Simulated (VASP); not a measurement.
# SnSe (Pm-3m) in VASP: further runs, part 2 of 2

VASP 6.6.1. Earlier steps stand in the parts before.

### Step 3. Relaxation of cell and atoms, r2SCAN

This run uses another cell than the first one, of 25.03 Å³/atom, 1.380 times its volume.

File POSCAR:

```
SnSe
1.0
    3.6857379806      0.0000000000      0.0000000000
    0.0000000000      3.6857379806      0.0000000000
    0.0000000000      0.0000000000      3.6857379806
Sn Se
1 1
Direct
    0.0000000000      0.0000000000      0.0000000000
    0.5000000000      0.5000000000      0.5000000000
```

File INCAR.step1:

```
PREC = Accurate
ENCUT = 600
ISMEAR = -1
SIGMA = 0.02
LREAL = False
LASPH = True
NELM = 80
GGA = PE
ALGO = Normal
EDIFF = 1E-4
LWAVE = True
LCHARG = False
```

File INCAR.step2:

```
PREC = Accurate
ENCUT = 600
EDIFF = 1E-6
ISMEAR = -1
SIGMA = 0.02
LREAL = False
LASPH = True
NELM = 80
ALGO = Normal
ISIF = 3
LWAVE = False
LCHARG = False
METAGGA = R2SCAN
LMIXTAU = True
IBRION = 2
NSW = 80
EDIFFG = -0.005
ISTART = 1
```

File KPOINTS:

```
regular mesh
0
Gamma
  6 6 6
```

Potentials or basis: VASP PAW PBE potentials, release 64 (Sn_d, Se).

The run is started by

```sh
$ cat potpaw_PBE.64/Sn_d/POTCAR potpaw_PBE.64/Se/POTCAR > POTCAR
$ cp INCAR.step1 INCAR
$ mpirun -np 1 vasp_std > vasp.out
$ cp INCAR.step2 INCAR
$ mpirun -np 1 vasp_std > vasp.out
```

OUTCAR:

```text
PREC = Accurate
   ENCUT = 600
   EDIFF = 1E-6
   ISMEAR = -1
   LREAL = False
   LASPH = True
   NELM = 80
   ISIF = 3
   METAGGA = R2SCAN
   IBRION = 2
   NSW = 80
   EDIFFG = -0.005
   ISTART = 1

 ion  position               nearest neighbor table
   1  0.000  0.000  0.000-   2 3.19   2 3.19   2 3.19   2 3.19   2 3.19   2 3.19   2 3.19   2 3.19

   2  0.500  0.500  0.500-   1 3.19   1 3.19   1 3.19   1 3.19   1 3.19   1 3.19   1 3.19   1 3.19

  LATTYP: Found a simple cubic cell.
 ALAT       =     3.6857379806

  Lattice vectors:

 A1 = (   3.6857379806,   0.0000000000,   0.0000000000)
 A2 = (   0.0000000000,   3.6857379806,   0.0000000000)
 A3 = (   0.0000000000,   0.0000000000,   3.6857379806)

Analysis of symmetry for initial positions (statically):
=====================================================================
 Subroutine PRICEL returns:
 Original cell was already a primitive cell.

 Routine SETGRP: Setting up the symmetry group for a
 simple cubic supercell.

 Subroutine GETGRP returns: Found 48 space group operations
 (whereof 48 operations were pure point group operations)
 out of a pool of 48 trial point group operations.

The static configuration has the point symmetry O_h .

Analysis of symmetry for dynamics (positions and initial velocities):
=====================================================================
 Subroutine PRICEL returns:
 Original cell was already a primitive cell.

 Routine SETGRP: Setting up the symmetry group for a
 simple cubic supercell.

 Subroutine GETGRP returns: Found 48 space group operations
 (whereof 48 operations were pure point group operations)
 out of a pool of 48 trial point group operations.

The dynamic configuration has the point symmetry O_h .

 Subroutine INISYM returns: Found 48 space group operations
 (whereof 48 operations are pure point group operations),
 and found     1 'primitive' translations

----------------------------------------------------------------------------------------

                                     Primitive cell

  volume of cell :      50.0695

  direct lattice vectors                    reciprocal lattice vectors
     3.685737981  0.000000000  0.000000000     0.271316085  0.000000000  0.000000000
     0.000000000  3.685737981  0.000000000     0.000000000  0.271316085  0.000000000
     0.000000000  0.000000000  3.685737981     0.000000000  0.000000000  0.271316085

  length of vectors
     3.685737981  3.685737981  3.685737981     0.271316085  0.271316085  0.271316085

  position of ions in fractional coordinates (direct lattice)
     0.000000000  0.000000000  0.000000000
     0.500000000  0.500000000  0.500000000

  ion indices of the primitive-cell ions
   primitive index   ion index
                 1           1
                 2           2

----------------------------------------------------------------------------------------

 KPOINTS: regular mesh

Automatic generation of k-mesh.
 Grid dimensions read from file:
 generate k-points for:    6    6    6

 Generating k-lattice:

  Cartesian coordinates                     Fractional coordinates (reciprocal lattice)
     0.045219348  0.000000000  0.000000000     0.166666667  0.000000000  0.000000000
     0.000000000  0.045219348  0.000000000     0.000000000  0.166666667  0.000000000
     0.000000000  0.000000000  0.045219348     0.000000000  0.000000000  0.166666667

  Length of vectors
     0.045219348  0.045219348  0.045219348

  Shift w.r.t. Gamma in fractional coordinates (k-lattice)
     0.000000000  0.000000000  0.000000000

 Subroutine IBZKPT returns following result:
 ===========================================

 Found     20 irreducible k-points:

 Following reciprocal coordinates:
            Coordinates               Weight
  0.000000  0.000000  0.000000      1.000000
  0.166667  0.000000  0.000000      6.000000
  0.333333  0.000000  0.000000      6.000000
  0.500000  0.000000  0.000000      3.000000
  0.166667  0.166667  0.000000     12.000000
  0.333333  0.166667  0.000000     24.000000
[... 12 lines left out ...]
  0.500000  0.500000  0.333333      6.000000
  0.500000  0.500000  0.500000      1.000000
   k-points           NKPTS =     20   k-points in BZ     NKDIM =     20   number of bands    NBANDS=     14
   number of dos      NEDOS =    301   number of ions     NIONS =      2
   total plane-waves  NPLWV =  27000
   dimension x,y,z NGX =    30 NGY =   30 NGZ =   30
   dimension x,y,z NGXF=    60 NGYF=   60 NGZF=   60
   ions per type =               1   1
   NGX,Y,Z   is equivalent  to a cutoff of  13.53, 13.53, 13.53 a.u.
   NGXF,Y,Z  is equivalent  to a cutoff of  27.06, 27.06, 27.06 a.u.
 SYSTEM =  unknown system
   PREC   = accura    normal or accurate (medium, high low for compatibility)
   ISTART =      1    job   : 0-new  1-cont  2-samecut
   ICHARG =      0    charge: 1-file 2-atom 10-const
   ISPIN  =      1    spin polarized calculation?
   LNONCOLLINEAR =      F non collinear calculations
   LSORBIT =      F    spin-orbit coupling
   LASPH  =      T    aspherical Exc in radial PAW
   ENCUT  =  600.0 eV  44.10 Ry    6.64 a.u.   7.36  7.36  7.36*2*pi/ulx,y,z
   NELM   =     80;   NELMIN=  2; NELMDL=  0     # of ELM steps
   EDIFF  = 0.1E-05   stopping-criterion for ELM
   LREAL  =      F    real-space projection
   EDIFFG = -.5E-02   stopping-criterion for IOM
   NSW    =     80    number of steps for IOM
   IBRION =      2    ionic relax: 0-MD 1-quasi-New 2-CG
   NFREE  =      1    steps in history (QN), initial steepest desc. (CG)
   ISIF   =      3    stress and relaxation
   ISYM   =      2    0-nonsym 1-usesym 2-fastsym
   POTIM  = 0.5000    time-step for ionic-motion
   TEBEG  =    0.0;   TEEND  =   0.0 temperature during run
   PSTRESS=    0.0 pullay stress
   NELECT =      20.0000    total number of electrons
   NUPDOWN=      -1.0000    fix difference up-down
   EMIN   =  10.00;   EMAX   =-10.00  energy-range for DOS
   EFERMI =   0.00;   METHOD = LEGACY
   ISMEAR =    -1;   SIGMA  =   0.02  broadening in eV -4-tet -1-fermi 0-gaus
   EFERMI_NEDOS =   21; number of points for ismear=-14 and -15
   IALGO  =     38    algorithm
   IMIX   =      4    mixing-type and parameters
     AMIX     =   0.40;   BMIX     =  1.00
     AMIX_MAG =   1.60;   BMIX_MAG =  1.00
  volume/ion in A,a.u.               =      25.03       168.94
  Fermi-wavevector in a.u.,A,eV,Ry     =   1.205666  2.278379 19.777846  1.453631
  Thomas-Fermi vector in A             =   2.341356
   LORBIT       =      0    0 simple, 1 ext, 2 COOP (PROOUT), +10 PAW based schemes
   METAGGA = R2SCAN    functional components
   LHFCALC =     F    Hartree Fock is set to
   AEXX    =    0.0000 exact exchange contribution
   IVDW    =     0    specifies the selected vdW correction
   LEPSILON=     F    determine dielectric tensor
   LRPA    =     F    only Hartree local field effects (RPA)
 conjugate gradient relaxation of ions
 non-spin polarized calculation
  energy-cutoff  :      600.00
  volume of cell :       50.07
 maximum number of plane-waves:      1743
 NGX is ok and might be reduce to    30
   NGX = 15   NGY = 15   NGZ = 15

--------------------------------------- Ionic step        1  -------------------------------------------

 number of electron      19.9999993 magnetization

 Free energy of the ion-electron system (eV)
  ---------------------------------------------------
  ext. energy  EPLUGINS =         0.00000000
  ---------------------------------------------------
  free energy    TOTEN  =       -39.27655145 eV

  energy without entropy =      -39.27454607  energy(sigma->0) =      -39.27554876

------------------------ aborting loop because EDIFF is reached ----------------------------------------

  FORCE on cell =-STRESS in cart. coord.  units (eV):
  Direction    XX          YY          ZZ          XY          YZ          ZX
  --------------------------------------------------------------------------------------
  -------------------------------------------------------------------------------------
  Total       -0.2968701     -0.2968701     -0.2968701      0.0000000      0.0000000      0.0000000
  in kB       -9.4995648     -9.4995648     -9.4995648      0.0000000      0.0000000      0.0000000
  external PRESSURE =      -9.4995648 kB  Pullay stress =       0.0000000 kB
[... 57 lines left out ...]
  energy  without entropy=      -39.2767754525  energy(sigma->0) =      -39.27777678

--------------------------------------- Ionic step        3  -------------------------------------------

 number of electron      19.9999995 magnetization

 Free energy of the ion-electron system (eV)
  ---------------------------------------------------
  ext. energy  EPLUGINS =         0.00000000
  ---------------------------------------------------
  free energy    TOTEN  =       -39.27902006 eV

  energy without entropy =      -39.27701729  energy(sigma->0) =      -39.27801868

 E-fermi :   6.1458     XC(G=0): -10.8232

 val. band max:        6.1135630515   @ k =   0.3333   0.1667   0.0000
 cond. band min:       6.4095899415   @ k =   0.5000   0.0000   0.0000
 fundamental gap:      0.2960268900
 Fermi energy:         6.1457525641

 k-point     1 :       0.0000    0.0000    0.0000
  band No.  band energies     occupation
      1     -16.1355      2.00000
      2     -16.1355      2.00000
      3     -16.0572      2.00000
      4     -16.0572      2.00000
      5     -16.0572      2.00000
      6      -8.0939      2.00000
      7       0.4762      2.00000
      8       4.1653      2.00000
      9       4.1653      2.00000
     10       4.1653      2.00000
     11      11.1249      0.00000
     12      11.1249      0.00000
     13      12.6554      0.00000
     14      12.6554      0.00000
[... 350 lines left out ...]
  FREE ENERGIE OF THE ION-ELECTRON SYSTEM (eV)
  ---------------------------------------------------
  free  energy   TOTEN  =       -39.2790200637 eV

  energy  without entropy=      -39.2770172873  energy(sigma->0) =      -39.27801868

 reached required accuracy - stopping structural energy minimisation
```

OUTCAR.step1:

```text
PREC = Accurate
   ENCUT = 600
   ISMEAR = -1
   LREAL = False
   LASPH = True
[... 555 lines left out ...]
      0.00000      0.00000      0.00000         0.000000      0.000000      0.000000
      1.84287      1.84287      1.84287         0.000000      0.000000      0.000000
 -----------------------------------------------------------------------------------
    total drift:                               -0.000000     -0.000000     -0.000000

  FREE ENERGIE OF THE ION-ELECTRON SYSTEM (eV)
  ---------------------------------------------------
  free  energy   TOTEN  =        -7.7083473747 eV

  energy  without entropy=       -7.7055135281  energy(sigma->0) =       -7.70693045
```

Run time: 3 min. Hardware: 1 thread of AMD EPYC 7R43 (Zen 3), shared host; peak memory 0.15 GiB.

What came out:

```yaml
Free_energy: -39.2790 eV
Relaxed_volume: 24.63 Å³/atom
Relaxed_cell: a = 3.666 Å, b = 3.666 Å, c = 3.666 Å, α = 90.00°, β = 90.00°, γ = 90.00°
Space_group_after_relaxing_to_0.05_Å: Pm-3m (No. 221)
Energy_gained_by_relaxing: 1.2 meV/atom
Ionic_steps: 3
Pressure_after_relaxing: 0.0 GPa
Band_gap_on_the_k_mesh: zero (band 10 reaches 6.55 eV, above the bottom of band 11 at 5.22 eV)
```

The path:
| step | energy change (eV) | largest force (eV/Å) | pressure (GPa) | volume (Å³) |
| --- | --- | --- | --- | --- |
| 1 | 0.0000 | 0.0000 | -0.95 | 50.07 |
| 2 | -0.0022 | 0.0000 | 0.32 | 49.00 |
| 3 | -0.0025 | 0.0000 | 0.01 | 49.25 |

Final structure:
```yaml
crystal:
  lattice:
    - [3.66560, 0.00000, 0.00000]
    - [0.00000, 3.66560, 0.00000]
    - [0.00000, 0.00000, 3.66560]
  atoms:
    - { symbol: Sn, position: [0.00000, 0.00000, 0.00000] }
    - { symbol: Se, position: [0.50000, 0.50000, 0.50000] }
```

Levels at points of the mesh, in eV from the Fermi level:
```tsv
k point	band 7	band 8	band 9	band 10	band 11	band 12	band 13	band 14
(0.00, 0.00, 0.00)	-5.67	-1.98	-1.98	-1.98	4.98	4.98	6.51	6.51
(0.50, 0.00, 0.00)	-8.60	-0.64	-0.64	0.26	0.60	3.33	3.33	7.05
(0.50, 0.50, 0.00)	-6.16	-5.14	-5.14	-0.21	4.51	4.51	5.05	7.21
(0.50, 0.50, 0.50)	-4.52	-3.09	-3.09	-3.09	-0.93	-0.93	-0.93	15.14
```

Caveat: the PAW data sets were made with another functional, which shifts forces and pressure a little; spin-orbit coupling is left out, which moves the levels of the heavy elements.
